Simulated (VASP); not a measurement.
# NiO (Fm-3m) in VASP: further runs, part 2 of 3

VASP 6.6.1. The steps go on from the part before.

### Step 4. Single point, PBE+D3(BJ)+U, collinear spin, ferromagnetic start

This run uses another cell than the first one, of 9.55 Å³/atom, 1.020 times its volume.

The input, INCAR:

```
ALGO = Normal
EDIFF = 1E-6
ENCUT = 600
GGA = PE
GGA_COMPAT = F
ISIF = 2
ISMEAR = 0
ISPIN = 2
IVDW = 12
LASPH = T
LCHARG = F
LDAU = T
LDAUJ = 0 0
LDAUL = 2 -1
LDAUPRINT = 1
LDAUTYPE = 2
LDAUU = 6.2 0
LMAXMIX = 4
LORBIT = 11
LREAL = F
LWAVE = F
MAGMOM = 1.91 0.21
NBANDS = 19
NELM = 200
PREC = Accurate
SIGMA = 0.05
```

The input, KPOINTS:

```
k-points
0
Gamma
  10 10 10
```

The input, POSCAR:

```
NiO
1.0
    0.0000000000      2.1217359302      2.1217359302
    2.1217359302      0.0000000000      2.1217359302
    2.1217359302      2.1217359302      0.0000000000
Ni O
1 1
Direct
    0.0000000000      0.0000000000      0.0000000000
    0.5000000000      0.5000000000      0.5000000000
```

Run with:

```console
cat potpaw_PBE.64/Ni/POTCAR potpaw_PBE.64/O/POTCAR > POTCAR
mpirun -np 1 vasp_std > vasp.out
```

Wall time 48 s (1 thread of AMD EPYC 9R45 (Zen 5), shared host); peak memory 0.14 GiB.

Results (log left out):

- Free energy: -10.6683 eV
- Pressure: -9.9 GPa
- Band gap on the k mesh: 2.46 eV, indirect (least direct gap 3.15 eV)
- Net moment: 2.00 μB per cell
- Site moments: Ni +1.83; O +0.17 μB
- Valence electrons inside the program's atomic spheres: Ni 8.91; O 5.00
- Dispersion energy per atom: -0.255 eV

Levels at points of the mesh, in eV from the valence-band top:
Spin up:
```csv
k point,band 6,band 7,band 8,band 9,band 10,band 11,band 12,band 13
"(0.00, 0.00, 0.00)",-4.96,-1.24,-1.24,-1.24,2.46,17.66,17.66,17.66
"(0.50, 0.00, 0.00)",-4.50,-3.11,0.00,0.00,6.63,10.70,14.69,14.69
"(0.50, 0.50, 0.00)",-4.21,-4.21,-2.54,-2.54,6.74,11.42,11.62,17.20
```
Spin down:
```tsv
k point	band 4	band 5	band 6	band 7	band 8	band 9	band 10	band 11
(0.00, 0.00, 0.00)	-3.96	-0.91	-0.91	-0.91	2.60	2.60	2.81	17.91
(0.50, 0.00, 0.00)	-3.92	-2.23	-1.84	-1.84	4.77	4.77	6.81	11.16
(0.50, 0.50, 0.00)	-3.13	-3.13	-2.23	-2.23	3.02	3.39	7.39	11.69
```

Eigenvalues of the final occupation matrices:
```tsv
site	spin	trace	eigenvalues
site 1 d	1	5.01	0.98 0.98 0.98 1.03 1.03
site 1 d	2	3.20	0.13 0.13 0.98 0.98 0.98
```

Caveat: three body term missing; a cell with one magnetic atom can't hold antiferromagnetic order, which such compounds often take. The state reached can hang on the start; a lower one may exist.

### Step 5. Single point, revPBE+D4+U, collinear spin, ferromagnetic start

This run uses another cell than the first one, of 9.49 Å³/atom, 1.014 times its volume.

The input, INCAR:

```
PREC = Accurate ; ENCUT = 600
EDIFF = 1E-6 ; ISMEAR = 0
SIGMA = 0.05 ; LREAL = F
LASPH = T ; NELM = 200
ALGO = Normal ; ISIF = 2
LWAVE = F ; LCHARG = F
ISPIN = 2 ; MAGMOM = 1.91 0.21
LORBIT = 11 ; LMAXMIX = 4
LDAU = T ; LDAUTYPE = 2
LDAUL = 2 -1 ; LDAUU = 6.2 0
LDAUJ = 0 0 ; LDAUPRINT = 1
GGA = RE ; IVDW = 13
NBANDS = 19 ; GGA_COMPAT = F
```

The input, KPOINTS:

```
regular mesh
0
Gamma
  10 10 10
```

The input, POSCAR:

```
NiO
1.0
    0.0000000000      2.1175243962      2.1175243962
    2.1175243962      0.0000000000      2.1175243962
    2.1175243962      2.1175243962      0.0000000000
Ni O
1 1
Direct
    0.0000000000      0.0000000000      0.0000000000
    0.5000000000      0.5000000000      0.5000000000
```

Potentials or basis: VASP PAW PBE potentials, release 64 (Ni, O).

Run with:

```console
cat potpaw_PBE.64/Ni/POTCAR potpaw_PBE.64/O/POTCAR > POTCAR
mpirun -np 1 vasp_std > vasp.out
```

OUTCAR:

```text
PREC = Accurate
   ENCUT = 600
   EDIFF = 1E-6
   ISMEAR = 0
   LREAL = F
   LASPH = T
   NELM = 200
   ISIF = 2
   ISPIN = 2
   LORBIT = 11
   GGA = RE
   IVDW = 13

 ion  position               nearest neighbor table
   1  0.000  0.000  0.000-   2 2.12   2 2.12   2 2.12   2 2.12   2 2.12   2 2.12
   2  0.500  0.500  0.500-   1 2.12   1 2.12   1 2.12   1 2.12   1 2.12   1 2.12

  LATTYP: Found a face centered cubic cell.
 ALAT       =     4.2350487924

  Lattice vectors:

 A1 = (   0.0000000000,   2.1175243962,   2.1175243962)
 A2 = (   2.1175243962,   0.0000000000,   2.1175243962)
 A3 = (   2.1175243962,   2.1175243962,   0.0000000000)

Analysis of symmetry for initial positions (statically):
=====================================================================
 Subroutine PRICEL returns:
 Original cell was already a primitive cell.

 Routine SETGRP: Setting up the symmetry group for a
 face centered cubic supercell.

 Subroutine GETGRP returns: Found 48 space group operations
 (whereof 48 operations were pure point group operations)
 out of a pool of 48 trial point group operations.

The static configuration has the point symmetry O_h .

Analysis of symmetry for dynamics (positions and initial velocities):
=====================================================================
 Subroutine PRICEL returns:
 Original cell was already a primitive cell.

 Routine SETGRP: Setting up the symmetry group for a
 face centered cubic supercell.

 Subroutine GETGRP returns: Found 48 space group operations
 (whereof 48 operations were pure point group operations)
 out of a pool of 48 trial point group operations.

The dynamic configuration has the point symmetry O_h .

Analysis of structural, dynamic, and magnetic symmetry:
=====================================================================
 Subroutine PRICEL returns:
 Original cell was already a primitive cell.

 Routine SETGRP: Setting up the symmetry group for a
 face centered cubic supercell.

 Subroutine GETGRP returns: Found 48 space group operations
 (whereof 48 operations were pure point group operations)
 out of a pool of 48 trial point group operations.

The overall configuration has the point symmetry O_h .

 Subroutine INISYM returns: Found 48 space group operations
 (whereof 48 operations are pure point group operations),
 and found     1 'primitive' translations

----------------------------------------------------------------------------------------

                                     Primitive cell

  volume of cell :      18.9896

  direct lattice vectors                    reciprocal lattice vectors
     0.000000000  2.117524396  2.117524396    -0.236124788  0.236124788  0.236124788
     2.117524396  0.000000000  2.117524396     0.236124788 -0.236124788  0.236124788
[... 112 lines left out ...]
   U (eV)           for each species LDAUU =   6.2  0.0
   J (eV)           for each species LDAUJ =   0.0  0.0
   GGA     = RE    functional components
   LHFCALC =     F    Hartree Fock is set to
   AEXX    =    0.0000 exact exchange contribution
   IVDW    =    13    specifies the selected vdW correction
   LEPSILON=     F    determine dielectric tensor
   LRPA    =     F    only Hartree local field effects (RPA)
 spin polarized calculation
 Gauss-broadening in eV      SIGMA  =   0.05
  energy-cutoff  :      600.00
  volume of cell :       18.99
 maximum number of plane-waves:       644
   NGX = 11   NGY = 11   NGZ = 11

atom =   1  type =  1  l = 2

 onsite density matrix

spin component  1

  0.9824 -0.0000  0.0000  0.0000  0.0000
 -0.0000  0.9824  0.0000  0.0000  0.0000
  0.0000  0.0000  1.0310  0.0000  0.0000
  0.0000  0.0000  0.0000  0.9824 -0.0000
  0.0000  0.0000  0.0000 -0.0000  1.0310

spin component  2

  0.9810 -0.0000 -0.0000  0.0000 -0.0000
 -0.0000  0.9810  0.0000  0.0000 -0.0000
 -0.0000  0.0000  0.1281 -0.0000  0.0000
  0.0000  0.0000 -0.0000  0.9810 -0.0000
 -0.0000 -0.0000  0.0000 -0.0000  0.1281

 occupancies and eigenvectors

  o =  0.1281  v =  0.0000  0.0000  0.0000  0.0000  0.0000  0.0000  0.0000  0.0473 -0.0000  0.9989      0.0000  0.0000  0.0000  0.0000  0.0000  0.0000  0.0000  0.0000  0.0000  0.0000
  o =  0.1281  v =  0.0000  0.0000  0.0000  0.0000  0.0000  0.0000 -0.0000 -0.9989  0.0000  0.0473      0.0000  0.0000  0.0000  0.0000  0.0000  0.0000  0.0000  0.0000  0.0000  0.0000
  o =  0.9810  v =  0.0000  0.0000  0.0000  0.0000  0.0000  0.0000 -0.1967  0.0000  0.9805  0.0000      0.0000  0.0000  0.0000  0.0000  0.0000  0.0000  0.0000  0.0000  0.0000  0.0000
  o =  0.9810  v =  0.0000  0.0000  0.0000  0.0000  0.0000  0.0000  0.9805  0.0000  0.1967 -0.0000      0.0000  0.0000  0.0000  0.0000  0.0000  0.0000  0.0000  0.0000  0.0000  0.0000
  o =  0.9810  v =  0.0000  0.0000  0.0000  0.0000  0.0000  1.0000  0.0000  0.0000  0.0000  0.0000      0.0000  0.0000  0.0000  0.0000  0.0000  0.0000  0.0000  0.0000  0.0000  0.0000
  o =  0.9824  v =  1.0000  0.0000  0.0000  0.0000  0.0000  0.0000  0.0000  0.0000  0.0000  0.0000      0.0000  0.0000  0.0000  0.0000  0.0000  0.0000  0.0000  0.0000  0.0000  0.0000
  o =  0.9824  v =  0.0000  0.3676  0.0000  0.9300 -0.0000  0.0000  0.0000  0.0000  0.0000  0.0000      0.0000  0.0000  0.0000  0.0000  0.0000  0.0000  0.0000  0.0000  0.0000  0.0000
  o =  0.9824  v =  0.0000 -0.9300 -0.0000  0.3676  0.0000  0.0000  0.0000  0.0000  0.0000  0.0000      0.0000  0.0000  0.0000  0.0000  0.0000  0.0000  0.0000  0.0000  0.0000  0.0000
  o =  1.0310  v =  0.0000  0.0000 -0.9999 -0.0000  0.0110  0.0000  0.0000  0.0000  0.0000  0.0000      0.0000  0.0000  0.0000  0.0000  0.0000  0.0000  0.0000  0.0000  0.0000  0.0000
  o =  1.0310  v =  0.0000  0.0000  0.0110  0.0000  0.9999  0.0000  0.0000  0.0000  0.0000  0.0000      0.0000  0.0000  0.0000  0.0000  0.0000  0.0000  0.0000  0.0000  0.0000  0.0000

 number of electron      16.0000016 magnetization       1.9999930

 Free energy of the ion-electron system (eV)
  ---------------------------------------------------
  ext. energy  EPLUGINS =         0.00000000
  ---------------------------------------------------
  free energy    TOTEN  =        -9.45796660 eV

  energy without entropy =       -9.45796660  energy(sigma->0) =       -9.45796660

 E-fermi :   6.5930     XC(G=0): -12.2587

 val. band max:        6.3508381645   @ k =   0.5000   0.0000   0.0000
 cond. band min:       8.8883157213   @ k =   0.0000   0.0000   0.0000
 fundamental gap:      2.5374775568
 Fermi energy:         6.5929711453

 spin component 1

 k-point     1 :       0.0000    0.0000    0.0000
  band No.  band energies     occupation
      1     -12.1876      1.00000
      2       0.2549      1.00000
      3       0.2549      1.00000
      4       1.3749      1.00000
      5       1.3750      1.00000
      6       1.3750      1.00000
[... 1049 lines left out ...]
     18      39.2809      0.00000
     19      39.3290      0.00000

 [... further k-points ...]

------------------------ aborting loop because EDIFF is reached ----------------------------------------

  DFT-D4 for vdW energy calculation

  Edisp (eV):   -1.29247

  FORCE on cell =-STRESS in cart. coord.  units (eV):
  Direction    XX          YY          ZZ          XY          YZ          ZX
  --------------------------------------------------------------------------------------
  -------------------------------------------------------------------------------------
  Total      -1.10771    -1.10771    -1.10771     0.00000     0.00000     0.00000
  in kB     -93.45887   -93.45887   -93.45887     0.00000     0.00000     0.00000
  external pressure =      -93.46 kB  Pullay stress =        0.00 kB

 VOLUME and BASIS-vectors are now :
 -----------------------------------------------------------------------------
  energy-cutoff  :      600.00
  volume of cell :       18.99
      direct lattice vectors                 reciprocal lattice vectors
     0.000000000  2.117524396  2.117524396    -0.236124788  0.236124788  0.236124788
     2.117524396  0.000000000  2.117524396     0.236124788 -0.236124788  0.236124788
     2.117524396  2.117524396  0.000000000     0.236124788  0.236124788 -0.236124788

 POSITION                                       TOTAL-FORCE (eV/Angst)
 -----------------------------------------------------------------------------------
      0.00000      0.00000      0.00000         0.000000      0.000000      0.000000
      2.11752      2.11752      2.11752         0.000000     -0.000000     -0.000000
 -----------------------------------------------------------------------------------
    total drift:                                0.000000     -0.000000     -0.000000

  FREE ENERGIE OF THE ION-ELECTRON SYSTEM (eV)
  ---------------------------------------------------
  free  energy   TOTEN  =       -10.7504350419 eV

  energy  without entropy=      -10.7504350419  energy(sigma->0) =      -10.75043504

 total charge

# of ion       s       p       d       tot
------------------------------------------
    1        0.330   0.392   8.183   8.905
    2        1.548   3.472   0.000   5.020
--------------------------------------------------
tot          1.878   3.864   8.183  13.925

 magnetization (x)

# of ion       s       p       d       tot
------------------------------------------
    1        0.012   0.012   1.807   1.831
    2        0.016   0.145   0.000   0.161
--------------------------------------------------
tot          0.028   0.158   1.807   1.993
```

OSZICAR:

```text
N       E                     dE             d eps       ncg     rms          rms(c)
DAV:   1     0.102284080803E+03    0.10228E+03   -0.79940E+03  3738   0.117E+03
DAV:   2    -0.162035114379E+01   -0.10390E+03   -0.89750E+02  3670   0.259E+02
DAV:   3    -0.879423363347E+01   -0.71739E+01   -0.69634E+01  4061   0.676E+01
DAV:   4    -0.886534575114E+01   -0.71112E-01   -0.71054E-01  3946   0.662E+00
DAV:   5    -0.886611773834E+01   -0.77199E-03   -0.77195E-03  3965   0.681E-01    0.147E+01
DAV:   6    -0.902083416054E+01   -0.15472E+00   -0.13818E+01  3947   0.669E+01    0.183E+01
DAV:   7    -0.908901263831E+01   -0.68178E-01   -0.11569E+00  3917   0.238E+01    0.889E+00
DAV:   8    -0.933095439790E+01   -0.24194E+00   -0.17593E-01  4276   0.457E+00    0.550E+00
DAV:   9    -0.945074043868E+01   -0.11979E+00   -0.65892E-02  4136   0.728E+00    0.504E-01
DAV:  10    -0.945734672994E+01   -0.66063E-02   -0.29797E-02  4487   0.206E+00    0.470E-01
DAV:  11    -0.945747672230E+01   -0.12999E-03   -0.28828E-03  4218   0.951E-01    0.139E-01
DAV:  12    -0.945788032134E+01   -0.40360E-03   -0.27396E-04  3793   0.462E-01    0.516E-02
DAV:  13    -0.945795912113E+01   -0.78800E-04   -0.13562E-04  4603   0.174E-01    0.206E-02
DAV:  14    -0.945796639846E+01   -0.72773E-05   -0.26398E-05  4120   0.486E-02    0.900E-03
DAV:  15    -0.945796660002E+01   -0.20155E-06   -0.84436E-07  3030   0.110E-02
   1 F= -.10750435E+02 E0= -.10750435E+02  d E =-.733979E-14  mag=     2.0000
```

stdout:

```text
POSCAR found type information on POSCAR NiO
 POSCAR found :  2 types and       2 ions
 scaLAPACK will be used
 -----------------------------------------------------------------------------
|                                                                             |
|                                                                             |
|     You enforced a specific xc type in the INCAR file but a different       |
|     I HOPE YOU KNOW WHAT YOU ARE DOING!                                     |
|                                                                             |
 -----------------------------------------------------------------------------

 LDA part: xc-table for (Slater+PW92), standard interpolation
 POSCAR, INCAR and KPOINTS ok, starting setup
 FFT: planning ... GRIDC
 FFT: planning ... GRID_SOFT
 FFT: planning ... GRID
 WAVECAR not read
 entering main loop
```

Run time: 49 s. Hardware: 1 thread of AMD EPYC 9R45 (Zen 5), shared host; peak memory 0.13 GiB.

Results:

```yaml
Free_energy: -10.7504 eV
Pressure: -9.3 GPa
Band_gap_on_the_k_mesh: 2.54 eV, indirect (least direct gap 3.25 eV)
Net_moment: 2.00 μB per cell
Site_moments: Ni +1.83; O +0.16 μB
Valence_electrons_inside_the_program's_atomic_spheres: Ni 8.90; O 5.02
Dispersion_energy_per_atom: -0.646 eV
```

Eigenvalues of the final occupation matrices:
| site | spin | trace | eigenvalues |
| --- | --- | --- | --- |
| site 1 d | 1 | 5.01 | 0.98 0.98 0.98 1.03 1.03 |
| site 1 d | 2 | 3.20 | 0.13 0.13 0.98 0.98 0.98 |

Caveat: the PAW data sets were made with another functional, which shifts forces and pressure a little; a cell with one magnetic atom can't hold antiferromagnetic order, which such compounds often take.

[end of part 2 of 3]
